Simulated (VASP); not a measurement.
# Mg in VASP: settings compared

Aim: see how the results for Mg move with the level of theory and the settings. Levels: PBEsol+D4, BLYP, PBE, LDA. Tasks: elastic constants, single point, band structure.

All numbers are computed with VASP 6.6.1; they aren't measurements. Logs are shortened: lines on timing, memory, paths and dates and some standing lists are left out, and cuts for length are marked.

## Step 1: The cell of the first run

The structure is cubic, space group Im-3m (No. 229). Conventional cell: a = 3.291 Å, b = 3.291 Å, c = 3.291 Å, α = 90.00°, β = 90.00°, γ = 90.00°. Within 3.8 Å of Mg (site symmetry m-3m) lie 14 Mg at 2.85 to 3.29 Å.

This isn't the form of Mg at room conditions, which is hcp.

## Step 2: Elastic constants, PBEsol+D4 (17.83 Å³/atom)

INCAR

```
SYSTEM = Mg
  PREC = Accurate
  ENCUT = 600
  EDIFF = 1E-8
  ISMEAR = -1
  SIGMA = 0.05
  LREAL = .False.
  LASPH = .True.
  NELM = 120
  ALGO = Normal
  ISIF = 3
  LWAVE = .False.
  LCHARG = .True.
  GGA = PS
  IVDW = 13
  NBANDS = 7
  IBRION = 6
  NFREE = 2
  POTIM = 0.015
  NSW = 1
  GGA_COMPAT = .False.
```

KPOINTS

```
Automatic mesh
0
Gamma
  7 7 7
  0 0 0
```

POSCAR

```
Mg
1.0
   -1.6456887800      1.6456887800      1.6456887800
    1.6456887800     -1.6456887800      1.6456887800
    1.6456887800      1.6456887800     -1.6456887800
Mg
1
Direct
    0.0000000000      0.0000000000      0.0000000000
```

Potentials or basis: VASP PAW PBE potentials, release 64 (Mg).

On the command line:

```sh
cat potpaw_PBE.64/Mg/POTCAR > POTCAR
mpirun -np 1 vasp_std > vasp.out
```

OUTCAR:

```text
SYSTEM = Mg
   PREC = Accurate
   ENCUT = 600
   EDIFF = 1E-8
   ISMEAR = -1
   LREAL = .False.
   LASPH = .True.
   NELM = 120
   ISIF = 3
   GGA = PS
   IVDW = 13
   IBRION = 6
   NFREE = 2
   POTIM = 0.015
   NSW = 1

 ion  position               nearest neighbor table
   1  0.000  0.000  0.000-

  LATTYP: Found a body centered cubic cell.
 ALAT       =     3.2913775600

  Lattice vectors:

 A1 = (  -1.6456887800,   1.6456887800,   1.6456887800)
 A2 = (   1.6456887800,  -1.6456887800,   1.6456887800)
 A3 = (   1.6456887800,   1.6456887800,  -1.6456887800)

Analysis of symmetry for initial positions (statically):
=====================================================================
 Subroutine PRICEL returns:
 Original cell was already a primitive cell.

 Routine SETGRP: Setting up the symmetry group for a
 body centered cubic supercell.

 Subroutine GETGRP returns: Found 48 space group operations
 (whereof 48 operations were pure point group operations)
 out of a pool of 48 trial point group operations.

The static configuration has the point symmetry O_h .

Analysis of symmetry for dynamics (positions and initial velocities):
=====================================================================
 Subroutine PRICEL returns:
 Original cell was already a primitive cell.

 Routine SETGRP: Setting up the symmetry group for a
 body centered cubic supercell.

 Subroutine GETGRP returns: Found 48 space group operations
 (whereof 48 operations were pure point group operations)
 out of a pool of 48 trial point group operations.

The dynamic configuration has the point symmetry O_h .

 Subroutine INISYM returns: Found 48 space group operations
 (whereof 48 operations are pure point group operations),
 and found     1 'primitive' translations

----------------------------------------------------------------------------------------

                                     Primitive cell

  volume of cell :      17.8280

  direct lattice vectors                    reciprocal lattice vectors
    -1.645688780  1.645688780  1.645688780     0.000000000  0.303824153  0.303824153
     1.645688780 -1.645688780  1.645688780     0.303824153  0.000000000  0.303824153
     1.645688780  1.645688780 -1.645688780     0.303824153  0.303824153  0.000000000

  length of vectors
     2.850416580  2.850416580  2.850416580     0.429672238  0.429672238  0.429672238

  position of ions in fractional coordinates (direct lattice)
     0.000000000  0.000000000  0.000000000

  ion indices of the primitive-cell ions
   primitive index   ion index
                 1           1

----------------------------------------------------------------------------------------

 KPOINTS: Automatic mesh

Automatic generation of k-mesh.
 Grid dimensions read from file:
 generate k-points for:    7    7    7

 Generating k-lattice:

  Cartesian coordinates                     Fractional coordinates (reciprocal lattice)
     0.000000000  0.043403450  0.043403450     0.142857143  0.000000000  0.000000000
     0.043403450  0.000000000  0.043403450     0.000000000  0.142857143  0.000000000
     0.043403450  0.043403450  0.000000000     0.000000000  0.000000000  0.142857143

  Length of vectors
     0.061381748  0.061381748  0.061381748

  Shift w.r.t. Gamma in fractional coordinates (k-lattice)
     0.000000000  0.000000000  0.000000000

 Subroutine IBZKPT returns following result:
 ===========================================

 Found     20 irreducible k-points:

 Following reciprocal coordinates:
            Coordinates               Weight
  0.000000  0.000000  0.000000      1.000000
  0.142857  0.000000  0.000000     12.000000
  0.285714  0.000000  0.000000     12.000000
  0.428571  0.000000  0.000000     12.000000
  0.142857  0.142857  0.000000     24.000000
  0.285714  0.142857  0.000000     48.000000
[... 12 lines left out ...]
 -0.428571 -0.428571  0.285714      8.000000
 -0.428571  0.428571  0.428571      6.000000
   k-points           NKPTS =     20   k-points in BZ     NKDIM =     20   number of bands    NBANDS=      7
   number of dos      NEDOS =    301   number of ions     NIONS =      1
   total plane-waves  NPLWV =  13824
   dimension x,y,z NGX =    24 NGY =   24 NGZ =   24
   dimension x,y,z NGXF=    48 NGYF=   48 NGZF=   48
   ions per type =               1
   NGX,Y,Z   is equivalent  to a cutoff of  14.00, 14.00, 14.00 a.u.
   NGXF,Y,Z  is equivalent  to a cutoff of  28.00, 28.00, 28.00 a.u.
 SYSTEM =  Mg
   PREC   = accura    normal or accurate (medium, high low for compatibility)
   ISTART =      0    job   : 0-new  1-cont  2-samecut
   ICHARG =      2    charge: 1-file 2-atom 10-const
   ISPIN  =      1    spin polarized calculation?
   LNONCOLLINEAR =      F non collinear calculations
   LSORBIT =      F    spin-orbit coupling
   LASPH  =      T    aspherical Exc in radial PAW
   ENCUT  =  600.0 eV  44.10 Ry    6.64 a.u.   5.69  5.69  5.69*2*pi/ulx,y,z
   NELM   =    120;   NELMIN=  2; NELMDL= -5     # of ELM steps
   EDIFF  = 0.1E-07   stopping-criterion for ELM
   LREAL  =      F    real-space projection
   EDIFFG = 0.1E-06   stopping-criterion for IOM
   NSW    =     49    number of steps for IOM
   IBRION =      6    ionic relax: 0-MD 1-quasi-New 2-CG
   NFREE  =      2    steps in history (QN), initial steepest desc. (CG)
   ISIF   =      3    stress and relaxation
   ISYM   =      2    0-nonsym 1-usesym 2-fastsym
   POTIM  = 0.0150    time-step for ionic-motion
   TEBEG  =    0.0;   TEEND  =   0.0 temperature during run
   PSTRESS=    0.0 pullay stress
   NELECT =       2.0000    total number of electrons
   NUPDOWN=      -1.0000    fix difference up-down
   EMIN   =  10.00;   EMAX   =-10.00  energy-range for DOS
   EFERMI =   0.00;   METHOD = LEGACY
   ISMEAR =    -1;   SIGMA  =   0.05  broadening in eV -4-tet -1-fermi 0-gaus
   EFERMI_NEDOS =   21; number of points for ismear=-14 and -15
   IALGO  =     38    algorithm
   IMIX   =      4    mixing-type and parameters
     AMIX     =   0.40;   BMIX     =  1.00
     AMIX_MAG =   1.60;   BMIX_MAG =  1.00
  volume/ion in A,a.u.               =      17.83       120.31
  Fermi-wavevector in a.u.,A,eV,Ry     =   0.789558  1.492047  8.481887  0.623401
  Thomas-Fermi vector in A             =   1.894723
   LORBIT       =      0    0 simple, 1 ext, 2 COOP (PROOUT), +10 PAW based schemes
   GGA     = PS    functional components
   LHFCALC =     F    Hartree Fock is set to
   AEXX    =    0.0000 exact exchange contribution
   IVDW    =    13    specifies the selected vdW correction
   LEPSILON=     F    determine dielectric tensor
   LRPA    =     F    only Hartree local field effects (RPA)
 finite differences with symmetry
 non-spin polarized calculation
  energy-cutoff  :      600.00
  volume of cell :       17.83
 maximum number of plane-waves:       603
   NGX = 11   NGY = 11   NGZ = 11

--------------------------------------- Ionic step        1  -------------------------------------------

 number of electron       2.0000000 magnetization

 Free energy of the ion-electron system (eV)
  ---------------------------------------------------
  ext. energy  EPLUGINS =         0.00000000
  ---------------------------------------------------
  free energy    TOTEN  =        -1.56777340 eV

  energy without entropy =       -1.56535246  energy(sigma->0) =       -1.56656293

------------------------ aborting loop because EDIFF is reached ----------------------------------------

  DFT-D4 for vdW energy calculation

  Edisp (eV):   -0.05633

  FORCE on cell =-STRESS in cart. coord.  units (eV):
  Direction    XX          YY          ZZ          XY          YZ          ZX
  --------------------------------------------------------------------------------------
  -------------------------------------------------------------------------------------
  Total       1.43913     1.43913     1.43913     0.00000    -0.00000    -0.00000
  in kB     129.33252   129.33252   129.33252     0.00000    -0.00000    -0.00000
  external pressure =      129.33 kB  Pullay stress =        0.00 kB
[... 94 lines left out ...]
  FREE ENERGIE OF THE ION-ELECTRON SYSTEM (eV)
  ---------------------------------------------------
  free  energy   TOTEN  =        -1.6012245699 eV

  energy  without entropy=       -1.5989281995  energy(sigma->0) =       -1.60007638

[... ionic steps 4 to 12 ...]

--------------------------------------- Ionic step       13  -------------------------------------------

 number of electron       2.0000000 magnetization

------------------------ aborting loop because EDIFF is reached ----------------------------------------

  DFT-D4 for vdW energy calculation

  Edisp (eV):   -0.05633
[... 67 lines left out ...]
  energy  without entropy=       -1.6216855686  energy(sigma->0) =       -1.62289604

--------------------------------------- Ionic step       15  -------------------------------------------

 number of electron       2.0000000 magnetization

 Free energy of the ion-electron system (eV)
  ---------------------------------------------------
  ext. energy  EPLUGINS =         0.00000000
  ---------------------------------------------------
  free energy    TOTEN  =        -1.56777342 eV

  energy without entropy =       -1.56535247  energy(sigma->0) =       -1.56656295

 E-fermi :   3.7411     XC(G=0):  -9.3700

 val. band max:        3.5892343772   @ k =  -0.4286  -0.4286   0.1429
 cond. band min:       4.5565272278   @ k =  -0.4286  -0.4286   0.1429
 fundamental gap:      0.9672928506
 Fermi energy:         3.7410950524

 k-point     1 :       0.0000    0.0000    0.0000
  band No.  band energies     occupation
      1      -4.0376      2.00000
      2      18.8674      0.00000
      3      18.8674      0.00000
      4      18.8674      0.00000
      5      21.1844      0.00000
      6      21.1844      0.00000
      7      22.6350      0.00000
[... 220 lines left out ...]
  FREE ENERGIE OF THE ION-ELECTRON SYSTEM (eV)
  ---------------------------------------------------
  free  energy   TOTEN  =        -1.6241065204 eV

  energy  without entropy=       -1.6216855746  energy(sigma->0) =       -1.62289605

 INTERNAL STRAIN TENSORS FROM STRAINED CELLS
 ============================================

 INTERNAL STRAIN TENSOR FOR ION    1 for displacements in x,y,z  (eV/Angst):
          X           Y           Z          XY          YZ          ZX
  --------------------------------------------------------------------------------
  x     0.00000    -0.00000     0.00000    -0.00000     0.00000     0.00000
  y    -0.00000     0.00000     0.00000     0.00000    -0.00000    -0.00000
  z     0.00000     0.00000     0.00000    -0.00000     0.00000     0.00000

 INTERNAL STRAIN TENSORS FROM DISPLACED ATOMS
 ============================================

 INTERNAL STRAIN TENSOR FOR ION    1 for displacements in x,y,z  (eV/Angst):
          X           Y           Z          XY          YZ          ZX
  --------------------------------------------------------------------------------
  x     0.00000     0.00000     0.00000     0.00000     0.00000     0.00000
  y     0.00000     0.00000     0.00000     0.00000     0.00000     0.00000
  z     0.00000     0.00000     0.00000     0.00000     0.00000     0.00000

 Eigenvectors and eigenvalues of the dynamical matrix
 ----------------------------------------------------

   1 f  =    0.000000 THz     0.000000 2PiTHz    0.000000 cm-1     0.000000 meV
             X         Y         Z           dx          dy          dz
      0.000000  0.000000  0.000000     1.000000    0.000000    0.000000

   2 f  =    0.000000 THz     0.000000 2PiTHz    0.000000 cm-1     0.000000 meV
             X         Y         Z           dx          dy          dz
      0.000000  0.000000  0.000000     0.000000    1.000000    0.000000

   3 f  =    0.000000 THz     0.000000 2PiTHz    0.000000 cm-1     0.000000 meV
             X         Y         Z           dx          dy          dz
      0.000000  0.000000  0.000000     0.000000    0.000000    1.000000

--------------------------------------------------------------------------------------------------------

 ELASTIC MODULI CONTR FROM IONIC RELAXATION (kBar)
 Direction    XX          YY          ZZ          XY          YZ          ZX
 --------------------------------------------------------------------------------
 XX           0.0000      0.0000      0.0000      0.0000      0.0000      0.0000
 YY           0.0000      0.0000      0.0000      0.0000      0.0000      0.0000
 ZZ           0.0000      0.0000      0.0000      0.0000      0.0000      0.0000
 XY           0.0000      0.0000      0.0000      0.0000      0.0000      0.0000
 YZ           0.0000      0.0000      0.0000      0.0000      0.0000      0.0000
 ZX           0.0000      0.0000      0.0000      0.0000      0.0000      0.0000
 --------------------------------------------------------------------------------

 TOTAL ELASTIC MODULI (kBar)
 Direction    XX          YY          ZZ          XY          YZ          ZX
 --------------------------------------------------------------------------------
 XX         853.6442    641.8803    641.8803      0.0000     -0.0000      0.0000
 YY         641.8803    853.6442    641.8803      0.0000      0.0000     -0.0000
 ZZ         641.8803    641.8803    853.6442     -0.0000      0.0000     -0.0000
 XY           0.0000      0.0000     -0.0000    865.3239     -0.0000      0.0000
 YZ          -0.0000      0.0000      0.0000     -0.0000    865.3239      0.0000
 ZX           0.0000     -0.0000     -0.0000      0.0000      0.0000    865.3239
 --------------------------------------------------------------------------------
```

Run time: 75 s. Hardware: 1 thread of AMD EPYC 7R43 (Zen 3), shared host; peak memory 0.13 GiB.

What came out:

* Elastic constants C11, C12, C44: 85, 64, 87 GPa
* Voigt bulk modulus: 71 GPa
* Dispersion energy per atom: -0.056 eV

Elastic tensor in Voigt notation (GPa, in the Cartesian axes of the cell as first typed):
```
85 64 64  0  0  0
64 85 64  0  0  0
64 64 85  0  0  0
 0  0  0 87  0  0
 0  0  0  0 87  0
 0  0  0  0  0 87
```

Clamped-ion elastic tensor (GPa):
```
85 64 64  0  0  0
64 85 64  0  0  0
64 64 85  0  0  0
 0  0  0 87  0  0
 0  0  0  0 87  0
 0  0  0  0  0 87
```

Caveat: the k points lie up to 0.39 Å⁻¹ apart; the cell is under stress, which shifts elastic constants; the PAW data sets were made with another functional, which shifts forces and pressure a little.

## Step 3: Single point, BLYP, collinear spin (the cell strained at random)

POSCAR

```
Mg
1.0
   -1.7148990000      1.8136910000      1.8158330000
    1.7151180000     -1.7724880000      1.7748480000
    1.7311010000      1.7886900000     -1.7746300000
Mg
1
Direct
    0.0056170000     -0.0118850000     -0.0353380000
```

INCAR.step1

```
  PREC = Accurate
  ENCUT = 520
  EDIFF = 1E-7
  ISMEAR = -1
  SIGMA = 0.1
  LREAL = False
  LASPH = True
  NELM = 150
  ALGO = Normal
  ISIF = 2
  LWAVE = False
  LCHARG = True
  ISPIN = 2
  MAGMOM = 1
  NUPDOWN = 1.0
  GGA = B5
  ALDAX = 1.0
  AGGAX = 1.0
  AGGAC = 1.0
  ALDAC = 0.0
  NBANDS = 11
```

KPOINTS.step1

```
regular mesh
0
Gamma
  11 11 11
```

INCAR.step2

```
  PREC = Accurate
  ENCUT = 520
  EDIFF = 1E-7
  ISMEAR = -5
  SIGMA = 0.1
  LREAL = False
  LASPH = True
  NELM = 150
  ALGO = Normal
  ISIF = 2
  LWAVE = False
  LCHARG = False
  ISPIN = 2
  MAGMOM = 1
  LORBIT = 10
  NUPDOWN = 1.0
  GGA = B5
  ALDAX = 1.0
  AGGAX = 1.0
  AGGAC = 1.0
  ALDAC = 0.0
  NBANDS = 11
  NEDOS = 1001
  ICHARG = 11
```

KPOINTS.step2

```
regular mesh
0
Gamma
  17 17 17
```

Potentials or basis: VASP PAW PBE potentials, release 64 (Mg).

On the command line:

```sh
cat potpaw_PBE.64/Mg/POTCAR > POTCAR
cp INCAR.step1 INCAR
cp KPOINTS.step1 KPOINTS
mpirun -np 1 vasp_std > vasp.out
cp INCAR.step2 INCAR
cp KPOINTS.step2 KPOINTS
mpirun -np 1 vasp_std > vasp.out
```

Wall time 3.7 min (1 thread of Intel Xeon 6975P-C (Granite Rapids), shared host); peak memory 0.87 GiB.

It converged, with:

```
Net moment                                            : 1.00 μB per cell
Site moments                                          : Mg +0.17 μB
Valence electrons inside the program's atomic spheres : Mg 0.37
```

Caveat: the cell differs from its parent crystal (the cell strained at random); the PAW data sets were made with another functional, which shifts forces and pressure a little; the total moment is fixed, so each spin has its own Fermi level.

(Part 1 of 2 ends here.)
